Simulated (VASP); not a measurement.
A run of VASP 6.6.1 is set up as follows.

INCAR

```
ALGO = Normal ; EDIFF = 1E-7
ENCUT = 520 ; GGA = RP
ISIF = 2 ; ISMEAR = -1
IVDW = 13 ; LASPH = True
LCHARG = False ; LREAL = False
LWAVE = False ; NBANDS = 11
NELM = 80 ; PREC = Accurate
SIGMA = 0.02
```

The input KPOINTS:

```
k-points
0
Gamma
  9 9 9
```

POSCAR

```
NaH
1.0
    0.0000000000      2.3901901053      2.3901901053
    2.3901901053      0.0000000000      2.3901901053
    2.3901901053      2.3901901053      0.0000000000
Na H
1 1
Direct
    0.0000000000      0.0000000000      0.0000000000
    0.5000000000      0.5000000000      0.5000000000
```

Potentials or basis: VASP PAW PBE potentials, release 64 (Na_pv, H).

The run is started by

```console
$ cat potpaw_PBE.64/Na_pv/POTCAR potpaw_PBE.64/H/POTCAR > POTCAR
$ mpirun -np 1 vasp_std > vasp.out
```

(1) What does it give for the band gap on the k mesh?

(2) Predict the dispersion energy per atom.

(3) Predict the pressure.

Answers

(1) 4.34 eV (least direct gap 5.03 eV).

(2) -0.124 eV.

(3) 1.0 GPa.

Caveat: the PAW data sets were made with another functional, which shifts forces and pressure a little; an odd mesh through Γ misses points on the zone boundary, where band edges can lie.
